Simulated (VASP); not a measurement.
# Al12H in VASP: further runs, part 2 of 2

VASP 6.6.1.

### Step 4. Single point, PBE+D3(BJ)

INCAR

```
SYSTEM = Al12H
PREC = Accurate
ENCUT = 520
EDIFF = 1E-6
ISMEAR = 0
SIGMA = 0.1
LREAL = .FALSE.
LASPH = .TRUE.
NELM = 80
ALGO = Normal
ISIF = 2
LWAVE = .FALSE.
LCHARG = .FALSE.
LDIPOL = .TRUE.
IDIPOL = 3
DIPOL = 0.5 0.5 0.310
GGA = PE
IVDW = 12
NBANDS = 30
```

KPOINTS

```
Automatic mesh
0
G
  6 6 1
  0 0 0
```

POSCAR

```
Al12H
1.0
    5.6314608525      0.0000000000      0.0000000000
   -2.8157304263      4.8769881587      0.0000000000
    0.0000000000      0.0000000000     21.5684292007
Al H
12 1
Direct
    0.3333333333      0.1666666667      0.1854562501
    0.3333333333      0.6666666667      0.1854562501
    0.8333333333      0.1666666667      0.1854562501
    0.8333333333      0.6666666667      0.1854562501
    0.1666666667      0.3333333333      0.2913950739
    0.1666666667      0.8333333333      0.2913950739
    0.6666666667      0.3333333333      0.2913950739
    0.6666666667      0.8333333333      0.2913950739
    0.0000000000      0.0000000000      0.3972671872
    0.0000000000      0.5000000000      0.3972671872
    0.5000000000      0.0000000000      0.3972671872
    0.5000000000      0.5000000000      0.3972671872
    0.2500000000      0.1666666667      0.5363593748
```

Potentials or basis: VASP PAW PBE potentials, release 64 (Al, H).

The run is started by

```
$ cat potpaw_PBE.64/Al/POTCAR potpaw_PBE.64/H/POTCAR > POTCAR
$ mpirun -np 1 vasp_std > vasp.out
```

OUTCAR:

```text
SYSTEM = Al12H
   PREC = Accurate
   ENCUT = 520
   EDIFF = 1E-6
   ISMEAR = 0
   LREAL = .FALSE.
   LASPH = .TRUE.
   NELM = 80
   ISIF = 2
   GGA = PE
   IVDW = 12
 IVDW          = 12

 ion  position               nearest neighbor table
   1  0.333  0.167  0.185-   5 2.80   7 2.80   6 2.80   4 2.82   4 2.82   3 2.82   3 2.82   2 2.82
                             2 2.82
   2  0.333  0.667  0.185-   6 2.80   8 2.80   5 2.80   3 2.82   3 2.82   4 2.82   4 2.82   1 2.82
                             1 2.82
   3  0.833  0.167  0.185-   7 2.80   5 2.80   8 2.80   2 2.82   2 2.82   1 2.82   1 2.82   4 2.82
                             4 2.82
   4  0.833  0.667  0.185-   8 2.80   6 2.80   7 2.80   1 2.82   1 2.82   2 2.82   2 2.82   3 2.82
                             3 2.82
   5  0.167  0.333  0.291-  12 2.80   9 2.80  10 2.80   1 2.80   3 2.80   2 2.80   8 2.82   8 2.82
                             7 2.82   7 2.82   6 2.82   6 2.82
   6  0.167  0.833  0.291-  11 2.80  10 2.80   9 2.80   2 2.80   4 2.80   1 2.80   7 2.82   7 2.82
                             8 2.82   8 2.82   5 2.82   5 2.82
   7  0.667  0.333  0.291-  10 2.80  11 2.80  12 2.80   3 2.80   1 2.80   4 2.80   6 2.82   6 2.82
                             5 2.82   5 2.82   8 2.82   8 2.82
   8  0.667  0.833  0.291-   9 2.80  12 2.80  11 2.80   4 2.80   2 2.80   3 2.80   5 2.82   5 2.82
                             6 2.82   6 2.82   7 2.82   7 2.82
   9  0.000  0.000  0.397-   8 2.80   5 2.80   6 2.80  12 2.82  12 2.82  11 2.82  11 2.82  10 2.82
                            10 2.82
  10  0.000  0.500  0.397-   7 2.80   6 2.80   5 2.80  11 2.82  11 2.82  12 2.82  12 2.82   9 2.82
                             9 2.82
  11  0.500  0.000  0.397-   6 2.80   7 2.80   8 2.80  10 2.82  10 2.82   9 2.82   9 2.82  12 2.82
                            12 2.82
  12  0.500  0.500  0.397-   5 2.80   8 2.80   7 2.80   9 2.82   9 2.82  10 2.82  10 2.82  11 2.82
                            11 2.82
  13  0.250  0.167  0.536-

  LATTYP: Found a hexagonal cell.
 ALAT       =     5.6314608525
 C/A-ratio  =     3.8299883042

  Lattice vectors:

 A1 = (   5.6314608525,   0.0000000000,   0.0000000000)
 A2 = (  -2.8157304263,   4.8769881587,   0.0000000000)
 A3 = (   0.0000000000,   0.0000000000,  21.5684292007)

[... 189 lines left out ...]
  ---------------------------------------------------
  free energy    TOTEN  =       -43.07747096 eV

  energy without entropy =      -43.03440468  energy(sigma->0) =      -43.05593782

 E-fermi :  -0.5374     XC(G=0):  -4.3985

 val. band max:       -0.5505969500   @ k =   0.5000  -0.0000   0.0000
 cond. band min:      -0.5056655783   @ k =   0.3333  -0.0000   0.0000
 fundamental gap:      0.0449313717
 Fermi energy:        -0.5374325009

 k-point     1 :       0.0000    0.0000    0.0000
  band No.  band energies     occupation
      1     -11.3903      2.00000
      2      -9.6302      2.00000
      3      -6.8545      2.00000
      4      -5.3804      2.00000
      5      -5.3770      2.00000
      6      -5.3729      2.00000
[... 649 lines left out ...]
     29       2.9564      0.00000
     30       2.9577      0.00000

------------------------ aborting loop because EDIFF is reached ----------------------------------------

 vacuum level on the upper side and lower side of the slab       (xc-potential included)         0.876        -1.129

 Edisp (eV)   -2.90854

 E8    (eV) :    -1.3517

  FORCE on cell =-STRESS in cart. coord.  units (eV):
  Direction    XX          YY          ZZ          XY          YZ          ZX
  --------------------------------------------------------------------------------------
  -------------------------------------------------------------------------------------
  Total      -2.97183    -2.98026    -1.10203    -0.08659    -0.07841    -0.08703
  in kB      -8.03791    -8.06071    -2.98066    -0.23421    -0.21207    -0.23539
  external pressure =       -6.36 kB  Pullay stress =        0.00 kB

 VOLUME and BASIS-vectors are now :
 -----------------------------------------------------------------------------
  energy-cutoff  :      520.00
  volume of cell :      592.37
      direct lattice vectors                 reciprocal lattice vectors
     5.631460853  0.000000000  0.000000000     0.177573817  0.102522291  0.000000000
    -2.815730426  4.876988159  0.000000000     0.000000000  0.205044582  0.000000000
     0.000000000  0.000000000 21.568429201     0.000000000  0.000000000  0.046364063

 POSITION                                       TOTAL-FORCE (eV/Angst)
 -----------------------------------------------------------------------------------
      1.40787      0.81283      4.00000         0.033978     -0.003409     -0.024282
     -0.00000      3.25133      4.00000        -0.020996      0.013744     -0.093396
      4.22360      0.81283      4.00000        -0.037951      0.026937     -0.105974
      2.81573      3.25133      4.00000         0.030438     -0.036533     -0.116028
      0.00000      1.62566      6.28493        -0.004131      0.018137      0.042942
     -1.40787      4.06416      6.28493         0.007535     -0.019254      0.002198
      2.81573      1.62566      6.28493         0.010814      0.015340     -0.025259
      1.40787      4.06416      6.28493        -0.024441     -0.011319     -0.079557
      0.00000      0.00000      8.56843         0.050266      0.063079      0.630143
     -1.40787      2.43849      8.56843        -0.002034     -0.005417      0.108382
      2.81573      0.00000      8.56843         0.010664     -0.009684      0.219839
      1.40787      2.43849      8.56843        -0.025652     -0.028832      0.362865
      0.93858      0.81283     11.56843        -0.028489     -0.022791     -0.921874
 -----------------------------------------------------------------------------------
    total drift:                               -0.000007      0.000004     -0.000142

  FREE ENERGIE OF THE ION-ELECTRON SYSTEM (eV)
  ---------------------------------------------------
  free  energy   TOTEN  =       -45.9860124766 eV

  energy  without entropy=      -45.9429461992  energy(sigma->0) =      -45.96447934

 vacuum level on the upper side and lower side of the slab         5.376         3.305
```

OSZICAR:

```text
N       E                     dE             d eps       ncg     rms          rms(c)
DAV:   1     0.125720476096E+03    0.12572E+03   -0.10880E+04  1200   0.852E+02
DAV:   2    -0.365170760319E+02   -0.16224E+03   -0.15608E+03  1660   0.150E+02
[... 17 lines left out ...]
DAV:  20    -0.430773906044E+02   -0.53091E-04   -0.10252E-05  1514   0.121E-02    0.192E-02
DAV:  21    -0.430774529423E+02   -0.62338E-04   -0.14287E-05  1302   0.927E-03    0.825E-03
DAV:  22    -0.430774645771E+02   -0.11635E-04   -0.16037E-06  1214   0.410E-03    0.492E-03
DAV:  23    -0.430774688416E+02   -0.42645E-05   -0.41750E-07   958   0.256E-03    0.286E-03
DAV:  24    -0.430774704259E+02   -0.15843E-05   -0.18832E-07  1088   0.179E-03    0.158E-03
DAV:  25    -0.430774709563E+02   -0.53043E-06   -0.59944E-08   756   0.123E-03
   1 F= -.45986012E+02 E0= -.45964479E+02  d E =-.430663E-01
```

Wall time 5 min (1 thread of Intel Xeon 6975P-C (Granite Rapids), shared host); peak memory 0.73 GiB.

What came out:

```
Free energy                : -45.9860 eV
Largest force              : 0.923 eV/Å
Band gap on the k mesh     : zero (an odd number of electrons rules out a gap without spin polarisation)
Dispersion energy per atom : -0.224 eV
```

Forces in eV/Å, atoms in the order of the input:
```
Al   0.034 -0.003 -0.024
Al  -0.021  0.014 -0.093
Al  -0.038  0.027 -0.106
Al   0.030 -0.037 -0.116
Al  -0.004  0.018  0.043
Al   0.008 -0.019  0.002
Al   0.011  0.015 -0.025
Al  -0.024 -0.011 -0.080
Al   0.050  0.063  0.630
Al  -0.002 -0.005  0.108
Al   0.011 -0.010  0.220
Al  -0.026 -0.029  0.363
H   -0.028 -0.023 -0.922
```

### Step 5. Overview

```tsv
cell	gap on the mesh (eV)	largest force (eV/Å)
as given, atomic positions A	none	1.09
as given, atomic positions B	none	0.91
as given, atomic positions C	none	0.92
```

Alike in all rows: task single point; level PBE+D3(BJ); potentials or basis VASP PAW PBE potentials, release 64 (Al, H); no spin polarisation; k mesh 6 × 6 × 1; cutoff (eV) 520; smearing gaussian 0.1 eV.

Absolute energies hang on the potentials; compare differences alone.
